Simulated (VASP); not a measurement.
# TiSi16 (a cell with a defect) in VASP: a series of runs, part 3 of 3

VASP 6.6.1. Earlier steps stand in the parts before.

## (5) Single point, PBE

File INCAR:

```
SYSTEM = TiSi16
  PREC = Accurate
  ENCUT = 520
  EDIFF = 1E-6
  ISMEAR = -1
  SIGMA = 0.02
  LREAL = Auto
  LASPH = .TRUE.
  NELM = 100
  ALGO = Normal
  ISIF = 2
  LWAVE = .FALSE.
  LCHARG = .TRUE.
  GGA = PE
  LELF = .TRUE.
  LVHAR = .TRUE.
  NBANDS = 52
```

File KPOINTS:

```
Automatic mesh
0
G
  2 2 2
  0 0 0
```

File POSCAR:

```
TiSi16
1.0
    0.0000000000      5.4300000000      5.4300000000
    5.4300000000      0.0000000000      5.4300000000
    5.4300000000      5.4300000000      0.0000000000
Si Ti
16 1
Direct
    0.0108931860      0.0329373849     -0.0056813996
    0.1070534070      0.1494475138      0.1496316759
   -0.0346777164      0.0039779006      0.4957458564
    0.1524861878      0.1342909761      0.5969613260
    0.0379189687      0.5166482505     -0.0064456722
    0.1482688766      0.6513443831      0.1212707182
    0.0187476980      0.5126519337      0.4968139963
    0.1454051565      0.6159576427      0.6355156538
    0.4951841621     -0.0219429098      0.0083149171
    0.6251565378      0.0942541436      0.1441068140
    0.5229005525     -0.0078176796      0.5015009208
    0.5586832413      0.1573020258      0.6461049724
    0.5374493554      0.4805432781      0.0388858195
    0.6697605893      0.6158931860      0.1376427256
    0.5209116022      0.5283149171      0.5132872928
    0.6452302026      0.6298342541      0.6682688766
    0.7913627993      0.2341804788      0.7410865562
```

Potentials or basis: VASP PAW PBE potentials, release 64 (Si, Ti_sv).

The run is started by

```console
$ cat potpaw_PBE.64/Si/POTCAR potpaw_PBE.64/Ti_sv/POTCAR > POTCAR
$ mpirun -np 1 vasp_std > vasp.out
```

OUTCAR:

```text
SYSTEM = TiSi16
   PREC = Accurate
   ENCUT = 520
   EDIFF = 1E-6
   ISMEAR = -1
   LREAL = Auto
   LASPH = .TRUE.
   NELM = 100
   ISIF = 2
   GGA = PE

 ion  position               nearest neighbor table
   1  0.011  0.033  0.994-   2 2.32   6 2.39  10 2.46   4 2.50  17 2.58
   2  0.107  0.149  0.150-   3 2.20   1 2.32   5 2.33   9 2.46
   3  0.965  0.004  0.496-   2 2.20   8 2.47  12 2.56  17 2.63   4 2.65
   4  0.152  0.134  0.597-  17 2.27  11 2.33   7 2.38   1 2.50   3 2.65
   5  0.038  0.517  0.994-   8 2.26  14 2.31   2 2.33   6 2.34
   6  0.148  0.651  0.121-   5 2.34   7 2.36   1 2.39  13 2.46
   7  0.019  0.513  0.497-   8 2.32   6 2.36  16 2.37   4 2.38  17 2.75
   8  0.145  0.616  0.636-   5 2.26   7 2.32  15 2.37   3 2.47
   9  0.495  0.978  0.008-  12 2.31  14 2.31  10 2.40   2 2.46  17 3.00
  10  0.625  0.094  0.144-  11 2.25   9 2.40  13 2.46   1 2.46  17 2.54
  11  0.523  0.992  0.502-  12 2.23  10 2.25  16 2.30   4 2.33
  12  0.559  0.157  0.646-  11 2.23   9 2.31  15 2.41   3 2.56  17 2.62
  13  0.537  0.481  0.039-  14 2.30  16 2.33  10 2.46   6 2.46  17 2.96
  14  0.670  0.616  0.138-  13 2.30   5 2.31   9 2.31  15 2.37
  15  0.521  0.528  0.513-  14 2.37   8 2.37  16 2.40  12 2.41  17 2.73
  16  0.645  0.630  0.668-  11 2.30  13 2.33   7 2.37  15 2.40  17 2.51
  17  0.791  0.234  0.741-   4 2.27  16 2.51  10 2.54   1 2.58  12 2.62   3 2.63  15 2.73   7 2.75
                            13 2.96   9 3.00

  LATTYP: Found a face centered cubic cell.
 ALAT       =    10.8600000000

  Lattice vectors:

 A1 = (   0.0000000000,   5.4300000000,   5.4300000000)
 A2 = (   5.4300000000,   0.0000000000,   5.4300000000)
 A3 = (   5.4300000000,   5.4300000000,   0.0000000000)

Analysis of symmetry for initial positions (statically):
=====================================================================
 Subroutine PRICEL returns:
 Original cell was already a primitive cell.

 Routine SETGRP: Setting up the symmetry group for a
 face centered cubic supercell.

 Subroutine GETGRP returns: Found  1 space group operations
 (whereof  1 operations were pure point group operations)
 out of a pool of 48 trial point group operations.

The static configuration has the point symmetry C_1 .

Analysis of symmetry for dynamics (positions and initial velocities):
=====================================================================
 Subroutine PRICEL returns:
 Original cell was already a primitive cell.

 Routine SETGRP: Setting up the symmetry group for a
 face centered cubic supercell.

 Subroutine GETGRP returns: Found  1 space group operations
 (whereof  1 operations were pure point group operations)
 out of a pool of 48 trial point group operations.

The dynamic configuration has the point symmetry C_1 .

 Subroutine INISYM returns: Found  1 space group operations
 (whereof  1 operations are pure point group operations),
 and found     1 'primitive' translations

----------------------------------------------------------------------------------------

                                     Primitive cell

  volume of cell :     320.2060

  direct lattice vectors                    reciprocal lattice vectors
     0.000000000  5.430000000  5.430000000    -0.092081031  0.092081031  0.092081031
     5.430000000  0.000000000  5.430000000     0.092081031 -0.092081031  0.092081031
[... 78 lines left out ...]
  0.000000  0.500000  0.500000      1.000000
  0.500000  0.000000  0.500000      1.000000
   k-points           NKPTS =      8   k-points in BZ     NKDIM =      8   number of bands    NBANDS=     52
   number of dos      NEDOS =    301   number of ions     NIONS =     17
   total plane-waves  NPLWV = 216000
   dimension x,y,z NGX =    60 NGY =   60 NGZ =   60
   dimension x,y,z NGXF=   120 NGYF=  120 NGZF=  120
   ions per type =              16   1
   NGX,Y,Z   is equivalent  to a cutoff of  12.99, 12.99, 12.99 a.u.
   NGXF,Y,Z  is equivalent  to a cutoff of  25.98, 25.98, 25.98 a.u.
 SYSTEM =  TiSi16
   PREC   = accura    normal or accurate (medium, high low for compatibility)
[... 17 lines left out ...]
   TEBEG  =    0.0;   TEEND  =   0.0 temperature during run
   PSTRESS=    0.0 pullay stress
   NELECT =      76.0000    total number of electrons
   NUPDOWN=      -1.0000    fix difference up-down
   EMIN   =  10.00;   EMAX   =-10.00  energy-range for DOS
   EFERMI =   0.00;   METHOD = LEGACY
   ISMEAR =    -1;   SIGMA  =   0.02  broadening in eV -4-tet -1-fermi 0-gaus
   EFERMI_NEDOS =   21; number of points for ismear=-14 and -15
   IALGO  =     38    algorithm
   IMIX   =      4    mixing-type and parameters
     AMIX     =   0.40;   BMIX     =  1.00
     AMIX_MAG =   1.60;   BMIX_MAG =  1.00
  volume/ion in A,a.u.               =      18.84       127.11
  Fermi-wavevector in a.u.,A,eV,Ry     =   1.013607  1.915439 13.978610  1.027399
  Thomas-Fermi vector in A             =   2.146786
   LORBIT       =      0    0 simple, 1 ext, 2 COOP (PROOUT), +10 PAW based schemes
   GGA     = PE    functional components
   LHFCALC =     F    Hartree Fock is set to
   AEXX    =    0.0000 exact exchange contribution
   IVDW    =     0    specifies the selected vdW correction
   LEPSILON=     F    determine dielectric tensor
   LRPA    =     F    only Hartree local field effects (RPA)
 non-spin polarized calculation
  energy-cutoff  :      520.00
  volume of cell :      320.21
 maximum number of plane-waves:      8646
 NGX is ok and might be reduce to    60
   NGX = 29   NGY = 29   NGZ = 29

 number of electron      75.9999998 magnetization

 Free energy of the ion-electron system (eV)
  ---------------------------------------------------
  ext. energy  EPLUGINS =         0.00000000
  ---------------------------------------------------
  free energy    TOTEN  =       -90.90703259 eV

  energy without entropy =      -90.88802851  energy(sigma->0) =      -90.89753055

 E-fermi :   6.8779     XC(G=0):  -9.7830

 val. band max:        6.8706857734   @ k =   0.0000   0.5000   0.5000
 cond. band min:       6.9092504777   @ k =   0.0000   0.5000   0.0000
 fundamental gap:      0.0385647042
 Fermi energy:         6.8778747385

 k-point     1 :       0.0000    0.0000    0.0000
  band No.  band energies     occupation
      1     -49.8993      2.00000
      2     -26.2763      2.00000
      3     -26.2591      2.00000
      4     -26.2400      2.00000
      5      -5.6985      2.00000
      6      -3.5614      2.00000
[... 413 lines left out ...]
     49       9.8501      0.00000
     50      10.3523      0.00000
 [bands above 50 left out]

------------------------ aborting loop because EDIFF is reached ----------------------------------------

  FORCE on cell =-STRESS in cart. coord.  units (eV):
  Direction    XX          YY          ZZ          XY          YZ          ZX
  --------------------------------------------------------------------------------------
  -------------------------------------------------------------------------------------
  Total        7.2808651      6.8790864      6.4607410      3.6589882     -1.5519683     -1.2043431
  in kB       36.4304118     34.4200790     32.3268531     18.3080506     -7.7654022     -6.0260306
  external PRESSURE =      34.3924480 kB  Pullay stress =       0.0000000 kB

 VOLUME and BASIS-vectors are now :
 -----------------------------------------------------------------------------
  energy-cutoff  :      520.00
  volume of cell :      320.21
      direct lattice vectors                 reciprocal lattice vectors
     0.000000000  5.430000000  5.430000000    -0.092081031  0.092081031  0.092081031
     5.430000000  0.000000000  5.430000000     0.092081031 -0.092081031  0.092081031
     5.430000000  5.430000000  0.000000000     0.092081031  0.092081031 -0.092081031

 POSITION                                       TOTAL-FORCE (eV/Angst)
 -----------------------------------------------------------------------------------
      5.57800      5.45830      0.23800        -0.698439      0.299452     -0.317601
      1.62400      1.39380      1.39280        -1.448715     -0.141824      1.264288
      2.71350      7.93360      5.26330         1.053953      1.548982     -0.821408
      3.97070      4.06950      1.55720        -0.910317      0.937674      0.272755
      8.20040      5.60090      3.01130         0.575147      0.576919     -0.412430
      4.19530      1.46360      4.34190        -0.122346      0.399942      0.454122
[... 9 lines left out ...]
      7.04870      7.13230      6.92360        -0.199614     -0.294381      0.224109
      5.29570      8.32120      5.56870         1.434744     -1.549448     -1.532244
 -----------------------------------------------------------------------------------
    total drift:                               -0.002086      0.003661     -0.003587

  FREE ENERGIE OF THE ION-ELECTRON SYSTEM (eV)
  ---------------------------------------------------
  free  energy   TOTEN  =       -90.9070325928 eV

  energy  without entropy=      -90.8880285052  energy(sigma->0) =      -90.89753055
```

Wall time 2.5 min (1 thread of Intel Xeon 6975P-C (Granite Rapids), shared host); peak memory 0.49 GiB.

What came out:

```
Free energy            : -90.9070 eV
Pressure               : 3.4 GPa
Largest force          : 2.609 eV/Å
Band gap on the k mesh : zero (bands 38 and 39 overlap by 0.39 eV)
```

Forces in eV/Å, atoms in the order of the input:
```
Si  -0.698  0.299 -0.318
Si  -1.449 -0.142  1.264
Si   1.054  1.549 -0.821
Si  -0.910  0.938  0.273
Si   0.575  0.577 -0.412
Si  -0.122  0.400  0.454
Si  -0.314  0.185  0.076
Si  -0.018 -0.999  1.002
Si   0.862 -0.166 -0.080
Si  -0.267 -0.249  1.014
Si  -0.199 -0.400 -0.747
Si   0.135  0.742  1.071
Si   0.008 -0.701 -0.990
Si   0.341  0.109 -0.215
Si  -0.232 -0.297 -0.263
Si  -0.200 -0.294  0.224
Ti   1.435 -1.549 -1.532
```

Levels at points of the mesh, in eV from the Fermi level:
| k point | band 34 | band 35 | band 36 | band 37 | band 38 | band 39 | band 40 | band 41 | band 42 | band 43 |
| --- | --- | --- | --- | --- | --- | --- | --- | --- | --- | --- |
| (0.00, 0.00, 0.00) | -1.13 | -1.06 | -0.96 | -0.47 | -0.36 | -0.32 | -0.13 | 0.07 | 0.42 | 0.62 |
| (0.50, 0.00, 0.00) | -1.74 | -1.41 | -1.08 | -0.32 | -0.21 | 0.06 | 0.42 | 0.54 | 0.75 | 1.05 |
| (0.00, 0.50, 0.00) | -1.65 | -1.45 | -1.18 | -0.24 | -0.16 | 0.03 | 0.34 | 0.63 | 0.91 | 1.07 |
| (0.00, 0.00, 0.50) | -1.61 | -1.42 | -1.10 | -0.17 | -0.02 | 0.11 | 0.41 | 0.46 | 0.99 | 1.17 |
| (0.50, 0.50, 0.50) | -1.61 | -1.49 | -1.04 | -0.03 | 0.07 | 0.21 | 0.25 | 0.45 | 0.66 | 1.15 |
| (0.50, 0.50, 0.00) | -1.97 | -1.85 | -1.51 | -0.50 | -0.02 | 0.41 | 0.66 | 1.06 | 1.18 | 1.50 |
| (0.00, 0.50, 0.50) | -1.94 | -1.85 | -1.74 | -0.52 | -0.01 | 0.60 | 0.81 | 1.09 | 1.32 | 1.62 |
| (0.50, 0.00, 0.50) | -1.97 | -1.83 | -1.74 | -0.51 | -0.04 | 0.58 | 0.76 | 1.06 | 1.18 | 1.41 |

Caveat: the k points lie up to 0.50 Å⁻¹ apart; the atoms stand as in a frame of molecular dynamics.

## (6) Single point, PBE

File INCAR:

```
PREC     = Accurate       # precision mode
ENCUT    = 520            # plane-wave cutoff, eV
EDIFF    = 1E-6           # SCF threshold, eV
ISMEAR   = -1             # smearing method
SIGMA    = 0.02           # smearing width, eV
LREAL    = Auto         
LASPH    = T              # aspherical terms in the spheres
NELM     = 80             # most SCF steps
ALGO     = Normal         # electronic algorithm
ISIF     = 2              # what is computed and relaxed
LWAVE    = F              # write WAVECAR
LCHARG   = F              # write CHGCAR
GGA      = PE             # functional
NBANDS   = 52             # bands
```

File KPOINTS:

```
regular mesh
0
Gamma
  2 2 2
```

File POSCAR:

```
TiSi16
1.0
    0.0000000000      5.4300000000      5.4300000000
    5.4300000000      0.0000000000      5.4300000000
    5.4300000000      5.4300000000      0.0000000000
Si Ti
16 1
Direct
   -0.0116390424     -0.0346224678      0.0571270718
    0.1317679558      0.1374217311      0.1066298343
    0.0482504604      0.0311049724      0.4859852670
    0.1501012891      0.1111141805      0.6602302026
   -0.0279558011      0.4953959484      0.0243646409
    0.1212523020      0.5890607735      0.1485267035
    0.0233609576      0.5098802947      0.5089963168
    0.1538213628      0.6306169429      0.6252946593
    0.5306445672      0.0000184162     -0.0039963168
    0.6288674033      0.1466206262      0.1522191529
    0.5176151013      0.0156261510      0.5085359116
    0.6532136280      0.1498802947      0.5960128913
    0.4980939227      0.5040791897     -0.0035819521
    0.6186187845      0.6439226519      0.1210681400
    0.5162154696      0.5086648250      0.4836372007
    0.6309023941      0.6444198895      0.6144198895
    0.7785635359      0.2402946593      0.7742357274
```

Potentials or basis: VASP PAW PBE potentials, release 64 (Si, Ti_sv).

The run is started by

```console
$ cat potpaw_PBE.64/Si/POTCAR potpaw_PBE.64/Ti_sv/POTCAR > POTCAR
$ mpirun -np 1 vasp_std > vasp.out
```

Wall time 2.2 min (1 thread of Intel Xeon 6975P-C (Granite Rapids), shared host); peak memory 0.5 GiB.

The run converged. Its results:

```yaml
Free_energy: -90.7778 eV
Pressure: 4.4 GPa
Largest_force: 2.337 eV/Å
Band_gap_on_the_k_mesh: zero (bands 38 and 39 overlap by 0.41 eV)
```

Forces on the atoms (eV/Å):
```
Si  -0.604  0.336  0.706
Si  -0.420  1.490 -0.187
Si  -1.490 -0.670 -1.464
Si   0.275  1.045  0.997
Si  -1.354 -0.193  1.895
Si   0.150  0.016  0.831
Si  -0.029 -0.063 -0.896
Si   1.882 -0.379 -0.329
Si   1.272 -1.259  0.435
Si  -0.384  0.158 -1.088
Si   0.033  0.267 -1.207
Si  -0.406  1.449  0.008
Si   1.213 -0.460  0.609
Si  -0.621 -0.650 -1.054
Si   0.773  0.355  0.332
Si  -0.147  0.354  0.288
Ti  -0.144 -1.797  0.123
```

Stress tensor (GPa, compression positive):
```
 4.83 -0.89  0.23
-0.89  4.39 -0.42
 0.23 -0.42  4.08
```

Levels at points of the mesh, in eV from the Fermi level:
| k point | band 34 | band 35 | band 36 | band 37 | band 38 | band 39 | band 40 | band 41 | band 42 | band 43 |
| --- | --- | --- | --- | --- | --- | --- | --- | --- | --- | --- |
| (0.00, 0.00, 0.00) | -1.11 | -0.96 | -0.73 | -0.53 | -0.40 | -0.30 | -0.14 | 0.17 | 0.43 | 0.75 |
| (0.50, 0.00, 0.00) | -1.76 | -1.35 | -0.90 | -0.36 | -0.09 | 0.15 | 0.33 | 0.53 | 0.85 | 1.09 |
| (0.00, 0.50, 0.00) | -1.71 | -1.33 | -1.15 | -0.13 | -0.02 | 0.12 | 0.55 | 0.57 | 0.93 | 1.11 |
| (0.00, 0.00, 0.50) | -1.62 | -1.55 | -1.18 | -0.23 | 0.07 | 0.09 | 0.33 | 0.39 | 0.97 | 1.07 |
| (0.50, 0.50, 0.50) | -1.83 | -1.25 | -0.97 | -0.19 | -0.14 | 0.03 | 0.44 | 0.60 | 0.89 | 1.05 |
| (0.50, 0.50, 0.00) | -1.93 | -1.84 | -1.75 | -0.65 | 0.11 | 0.59 | 0.80 | 1.07 | 1.27 | 1.39 |
| (0.00, 0.50, 0.50) | -2.04 | -1.78 | -1.42 | -0.56 | -0.14 | 0.60 | 0.68 | 1.11 | 1.26 | 1.52 |
| (0.50, 0.00, 0.50) | -1.98 | -1.93 | -1.41 | -0.55 | -0.09 | 0.52 | 0.70 | 1.03 | 1.32 | 1.64 |

Caveat: the k points lie up to 0.50 Å⁻¹ apart; the atoms stand as in a frame of molecular dynamics.

## (7) Single point, PBE

File INCAR:

```
PREC     = Accurate       # precision mode
ENCUT    = 520            # plane-wave cutoff, eV
EDIFF    = 1E-6           # SCF threshold, eV
ISMEAR   = -1             # smearing method
SIGMA    = 0.02           # smearing width, eV
LREAL    = Auto         
LASPH    = True           # aspherical terms in the spheres
NELM     = 100            # most SCF steps
ALGO     = Normal         # electronic algorithm
ISIF     = 2              # what is computed and relaxed
LWAVE    = False          # write WAVECAR
LCHARG   = True           # write CHGCAR
GGA      = PE             # functional
LELF     = True           # ELF
LVHAR    = True         
NBANDS   = 52             # bands
```

File KPOINTS:

```
Automatic mesh
0
Gamma
  2 2 2
```

File POSCAR:

```
TiSi16
1.0
    0.0000000000      5.4300000000      5.4300000000
    5.4300000000      0.0000000000      5.4300000000
    5.4300000000      5.4300000000      0.0000000000
Si Ti
16 1
Direct
    0.0044383057      0.0398526703     -0.0081952118
    0.1422099448      0.1227440147      0.1436095764
    0.0162246777     -0.0280110497      0.5291528545
    0.1283885820      0.1572836096      0.6137108656
    0.0248895028      0.5044290976      0.0204696133
    0.1384254144      0.6693278085      0.1111878453
   -0.0032688766      0.5463627993      0.4681675875
    0.1353867403      0.5871178637      0.6643186004
    0.5054880295     -0.0287108656      0.0424309392
    0.6458195212      0.1173480663      0.1338858195
    0.4892173112      0.0108747698      0.5136003683
    0.6527255985      0.0589134438      0.6712707182
    0.5207642726      0.5498802947     -0.0294935543
    0.6627624309      0.5999631676      0.1514180479
    0.5300092081      0.4772099448      0.5032872928
    0.6465561694      0.6589686924      0.5944014733
    0.7452209945      0.2635267035      0.7520902394
```

The run is started by

```console
$ cat potpaw_PBE.64/Si/POTCAR potpaw_PBE.64/Ti_sv/POTCAR > POTCAR
$ mpirun -np 1 vasp_std > vasp.out
```

Wall time 2.6 min (1 thread of Intel Xeon 6975P-C (Granite Rapids), shared host); peak memory 0.49 GiB.

Results (log left out):

```yaml
Free_energy: -90.9142 eV
Pressure: 4.7 GPa
Largest_force: 2.108 eV/Å
Band_gap_on_the_k_mesh: zero (bands 38 and 39 overlap by 0.36 eV)
```

Forces on the atoms (eV/Å):
```
Si  -0.301  0.995  0.305
Si   0.960 -0.246 -0.411
Si  -0.857  0.264  0.452
Si  -0.254 -0.137  0.069
Si  -0.194  0.938 -0.437
Si  -1.009 -0.184  0.636
Si   0.221  2.091  0.139
Si  -1.090 -1.042  1.455
Si  -0.290  0.275  0.660
Si   1.686 -0.339 -0.784
Si   0.310 -0.499  1.505
Si  -0.012 -1.385 -0.600
Si  -0.020  0.786 -0.752
Si  -0.589 -1.566  0.242
Si   1.280  0.416 -1.570
Si   0.228 -0.458 -1.453
Ti  -0.070  0.091  0.545
```

Stress tensor (GPa, compression positive):
```
 4.97 -0.15 -2.82
-0.15  5.52  0.58
-2.82  0.58  3.48
```

Levels at points of the mesh, in eV from the Fermi level:
| k point | band 34 | band 35 | band 36 | band 37 | band 38 | band 39 | band 40 | band 41 | band 42 | band 43 |
| --- | --- | --- | --- | --- | --- | --- | --- | --- | --- | --- |
| (0.00, 0.00, 0.00) | -1.10 | -0.91 | -0.80 | -0.62 | -0.41 | -0.29 | -0.18 | 0.15 | 0.43 | 0.82 |
| (0.50, 0.00, 0.00) | -1.75 | -1.39 | -1.08 | -0.32 | -0.26 | 0.13 | 0.65 | 0.75 | 0.97 | 1.24 |
| (0.00, 0.50, 0.00) | -1.63 | -1.58 | -1.20 | -0.12 | -0.05 | 0.15 | 0.34 | 0.55 | 0.72 | 0.93 |
| (0.00, 0.00, 0.50) | -1.57 | -1.47 | -1.02 | -0.30 | -0.22 | 0.37 | 0.50 | 0.65 | 0.94 | 1.20 |
| (0.50, 0.50, 0.50) | -1.56 | -1.32 | -1.04 | -0.20 | -0.05 | 0.27 | 0.39 | 0.52 | 0.78 | 0.93 |
| (0.50, 0.50, 0.00) | -2.01 | -1.87 | -1.54 | -0.42 | -0.04 | 0.47 | 0.66 | 1.07 | 1.30 | 1.49 |
| (0.00, 0.50, 0.50) | -1.98 | -1.80 | -1.60 | -0.51 | 0.07 | 0.55 | 0.98 | 1.17 | 1.20 | 1.56 |
| (0.50, 0.00, 0.50) | -1.98 | -1.77 | -1.64 | -0.62 | 0.02 | 0.51 | 0.94 | 1.10 | 1.23 | 1.59 |

Caveat: the k points lie up to 0.50 Å⁻¹ apart; the atoms stand as in a frame of molecular dynamics.

## (8) Overview

| cell | gap on the mesh (eV) | pressure (GPa) | largest force (eV/Å) |
| --- | --- | --- | --- |
| as given, atomic positions A | none | 3.8 | 2.55 |
| as given, atomic positions B | none | 4.4 | 2.54 |
| as given, atomic positions C | none | 3.9 | 2.30 |
| as given, atomic positions D | none | 3.4 | 2.61 |
| as given, atomic positions E | none | 4.4 | 2.34 |
| as given, atomic positions F | none | 4.7 | 2.11 |

Alike in all rows: task single point; level PBE; potentials or basis VASP PAW PBE potentials, release 64 (Si, Ti_sv); no spin polarisation; k mesh 2 × 2 × 2; cutoff (eV) 520; smearing fermi-dirac 0.02 eV.

Caveats: all runs use coarse meshes; the atoms stand as in a frame of molecular dynamics (at least some runs).

Absolute energies hang on the potentials; compare differences alone.
